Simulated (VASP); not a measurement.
# Zn2GeN3 (R-3m) in VASP: single point with PBE

Aim: the single point of Zn2GeN3 with PBE.

All numbers are computed with VASP 6.6.1; they aren't measurements. Logs are shortened: lines on timing, memory, paths and dates and some standing lists are left out, and cuts for length are marked.

## (1) The cell of the first run

The structure is trigonal, space group R-3m (No. 166). The conventional cell has a = 4.973 Å, b = 4.973 Å, c = 10.513 Å, α = 90.00°, β = 90.00°, γ = 120.00°. Zn (site symmetry 3m) has 9 N at 2.59 to 2.83 Å and 4 Zn at 2.71 to 2.98 Å and 3 Ge at 2.90 Å within 3.4 Å. Ge (site symmetry -3m) has 6 N at 2.27 Å and 6 Zn at 2.90 Å within 3.0 Å. Within 3.0 Å of N (site symmetry 2/m) lie 2 Ge at 2.27 Å and 4 N at 2.49 Å and 6 Zn at 2.59 to 2.83 Å.

The cell was built from a structure type or drawn by symmetry, and may not be a known phase.

## (2) Single point, PBE

INCAR

```
SYSTEM = Zn2GeN3
PREC = Accurate ; ENCUT = 520
EDIFF = 1E-7 ; ISMEAR = 0
SIGMA = 0.1 ; LREAL = .False.
LASPH = .True. ; NELM = 100
ALGO = Normal ; ISIF = 2
LWAVE = .False. ; LCHARG = .True.
GGA = PE ; LELF = .True.
LVHAR = .True. ; NBANDS = 36
```

KPOINTS

```
Automatic mesh
0
Gamma
  6 6 6
  0 0 0
```

POSCAR

```
Zn2GeN3
1.0
    2.4866652800      1.4356768700      3.5043797400
   -2.4866652800      1.4356768700      3.5043797400
    0.0000000000     -2.8713537400      3.5043797400
Zn Ge N
2 1 3
Direct
    0.8712233300      0.8712233300      0.8712233300
    0.1287766700      0.1287766700      0.1287766700
    0.5000000000      0.5000000000      0.5000000000
    0.5000000000      0.0000000000      0.5000000000
    0.5000000000      0.5000000000      0.0000000000
    0.0000000000      0.5000000000      0.5000000000
```

Potentials or basis: VASP PAW PBE potentials, release 64 (Zn, Ge_d, N).

Launch:

```sh
> cat potpaw_PBE.64/Zn/POTCAR potpaw_PBE.64/Ge_d/POTCAR potpaw_PBE.64/N/POTCAR > POTCAR
> mpirun -np 1 vasp_std > vasp.out
```

OUTCAR:

```text
SYSTEM = Zn2GeN3
   PREC = Accurate
   ENCUT = 520
   EDIFF = 1E-7
   ISMEAR = 0
   LREAL = .False.
   LASPH = .True.
   NELM = 100
   ISIF = 2
   GGA = PE

 ion  position               nearest neighbor table
   1  0.871  0.871  0.871-   2 2.71   3 2.90   3 2.90   3 2.90   2 2.98   2 2.98   2 2.98
   2  0.129  0.129  0.129-   1 2.71   3 2.90   3 2.90   3 2.90   1 2.98   1 2.98   1 2.98
   3  0.500  0.500  0.500-   4 2.27   6 2.27   4 2.27   6 2.27   5 2.27   5 2.27   1 2.90   2 2.90
                             1 2.90   2 2.90   1 2.90   2 2.90
   4  0.500  0.000  0.500-   3 2.27   3 2.27
   5  0.500  0.500  0.000-   3 2.27   3 2.27
   6  0.000  0.500  0.500-   3 2.27   3 2.27

  LATTYP: Found a trigonal (rhomboedric) cell.
 ALAT       =     4.5304911049
 COS(alpha) =     0.3974763578

  Lattice vectors:

 A1 = (   2.4866652800,   1.4356768700,   3.5043797400)
 A2 = (  -2.4866652800,   1.4356768700,   3.5043797400)
 A3 = (   0.0000000000,  -2.8713537400,   3.5043797400)

Analysis of symmetry for initial positions (statically):
=====================================================================
 Subroutine PRICEL returns:
 Original cell was already a primitive cell.

 Routine SETGRP: Setting up the symmetry group for a
 trigonal (rhombohedral) supercell.

 Subroutine GETGRP returns: Found 12 space group operations
 (whereof 12 operations were pure point group operations)
 out of a pool of 12 trial point group operations.

The static configuration has the point symmetry D_3d.

Analysis of symmetry for dynamics (positions and initial velocities):
=====================================================================
 Subroutine PRICEL returns:
 Original cell was already a primitive cell.

 Routine SETGRP: Setting up the symmetry group for a
 trigonal (rhombohedral) supercell.

 Subroutine GETGRP returns: Found 12 space group operations
 (whereof 12 operations were pure point group operations)
 out of a pool of 12 trial point group operations.

The dynamic configuration has the point symmetry D_3d.

 Subroutine INISYM returns: Found 12 space group operations
 (whereof 12 operations are pure point group operations),
 and found     1 'primitive' translations

----------------------------------------------------------------------------------------

                                     Primitive cell

  volume of cell :      75.0648

[... 99 lines left out ...]
   NSW    =      0    number of steps for IOM
   IBRION =     -1    ionic relax: 0-MD 1-quasi-New 2-CG
   NFREE  =      0    steps in history (QN), initial steepest desc. (CG)
   ISIF   =      2    stress and relaxation
   ISYM   =      2    0-nonsym 1-usesym 2-fastsym
   POTIM  = 0.5000    time-step for ionic-motion
   TEBEG  =    0.0;   TEEND  =   0.0 temperature during run
   PSTRESS=    0.0 pullay stress
   NELECT =      53.0000    total number of electrons
   NUPDOWN=      -1.0000    fix difference up-down
   EMIN   =  10.00;   EMAX   =-10.00  energy-range for DOS
   EFERMI =   0.00;   METHOD = LEGACY
   ISMEAR =     0;   SIGMA  =   0.10  broadening in eV -4-tet -1-fermi 0-gaus
   EFERMI_NEDOS =   21; number of points for ismear=-14 and -15
   IALGO  =     38    algorithm
   IMIX   =      4    mixing-type and parameters
     AMIX     =   0.40;   BMIX     =  1.00
     AMIX_MAG =   1.60;   BMIX_MAG =  1.00
  volume/ion in A,a.u.               =      12.51        84.43
  Fermi-wavevector in a.u.,A,eV,Ry     =   1.457767  2.754779 28.913513  2.125083
  Thomas-Fermi vector in A             =   2.574530
   LORBIT       =      0    0 simple, 1 ext, 2 COOP (PROOUT), +10 PAW based schemes
   GGA     = PE    functional components
   LHFCALC =     F    Hartree Fock is set to
   AEXX    =    0.0000 exact exchange contribution
   IVDW    =     0    specifies the selected vdW correction
   LEPSILON=     F    determine dielectric tensor
   LRPA    =     F    only Hartree local field effects (RPA)
 non-spin polarized calculation
 Gauss-broadening in eV      SIGMA  =   0.10
  energy-cutoff  :      520.00
  volume of cell :       75.06
 maximum number of plane-waves:      2041
 NGX is ok and might be reduce to    36
   NGX = 17   NGY = 17   NGZ = 17

 number of electron      52.9999993 magnetization

 Free energy of the ion-electron system (eV)
  ---------------------------------------------------
  ext. energy  EPLUGINS =         0.00000000
  ---------------------------------------------------
  free energy    TOTEN  =       -21.74969592 eV

  energy without entropy =      -21.73692468  energy(sigma->0) =      -21.74331030

 E-fermi :   4.2428     XC(G=0): -11.4855

 val. band max:        4.2349085348   @ k =  -0.1667   0.5000   0.1667
 cond. band min:       4.2917677563   @ k =   0.5000   0.3333   0.1667
 fundamental gap:      0.0568592216
 Fermi energy:         4.2428007606

 k-point     1 :       0.0000    0.0000    0.0000
  band No.  band energies     occupation
      1     -20.6594      2.00000
      2     -20.6594      2.00000
      3     -20.6234      2.00000
      4     -20.6234      2.00000
      5     -20.6052      2.00000
      6     -12.0073      2.00000
[... 925 lines left out ...]
     35      11.7624      0.00000
     36      12.1406      0.00000

 [... further k-points ...]

------------------------ aborting loop because EDIFF is reached ----------------------------------------

  FORCE on cell =-STRESS in cart. coord.  units (eV):
  Direction    XX          YY          ZZ          XY          YZ          ZX
  --------------------------------------------------------------------------------------
  -------------------------------------------------------------------------------------
  Total       -0.3275727     -0.3275727    -12.0188591      0.0000000      0.0000000      0.0000000
  in kB       -6.9916838     -6.9916838   -256.5295393      0.0000000      0.0000000      0.0000000
  external PRESSURE =     -90.1709690 kB  Pullay stress =       0.0000000 kB

 VOLUME and BASIS-vectors are now :
 -----------------------------------------------------------------------------
  energy-cutoff  :      520.00
  volume of cell :       75.06
      direct lattice vectors                 reciprocal lattice vectors
     2.486665280  1.435676870  3.504379740     0.201072498  0.116089261  0.095119068
    -2.486665280  1.435676870  3.504379740    -0.201072498  0.116089261  0.095119068
     0.000000000 -2.871353740  3.504379740     0.000000000 -0.232178522  0.095119068

 POSITION                                       TOTAL-FORCE (eV/Angst)
 -----------------------------------------------------------------------------------
      0.00000      0.00000      9.15929        -0.000000      0.000000     -0.123218
      0.00000      0.00000      1.35385        -0.000000     -0.000000      0.123218
      0.00000      0.00000      5.25657         0.000000      0.000000     -0.000000
      1.24333     -0.71784      3.50438         0.000000      0.000000     -0.000000
      0.00000      1.43568      3.50438         0.000000      0.000000     -0.000000
     -1.24333     -0.71784      3.50438         0.000000      0.000000     -0.000000
 -----------------------------------------------------------------------------------
    total drift:                               -0.000000      0.000000     -0.000000

  FREE ENERGIE OF THE ION-ELECTRON SYSTEM (eV)
  ---------------------------------------------------
  free  energy   TOTEN  =       -21.7496959182 eV

  energy  without entropy=      -21.7369246787  energy(sigma->0) =      -21.74331030
```

Wall time 2.1 min (1 thread of Intel Xeon Platinum 8259CL at 2.50GHz (Skylake/Cascade Lake), shared host); peak memory 0.24 GiB.

What came out:

```
Free energy            : -21.7497 eV
Pressure               : -9.0 GPa
Largest force          : 0.123 eV/Å
Band gap on the k mesh : zero (an odd number of electrons rules out a gap without spin polarisation)
```

Forces in eV/Å, atoms in the order of the input:
```
Zn   0.000  0.000 -0.123
Zn   0.000  0.000  0.123
Ge   0.000  0.000  0.000
N    0.000  0.000  0.000
N    0.000  0.000  0.000
N    0.000  0.000  0.000
```

Caveat: the cell stands under tension.
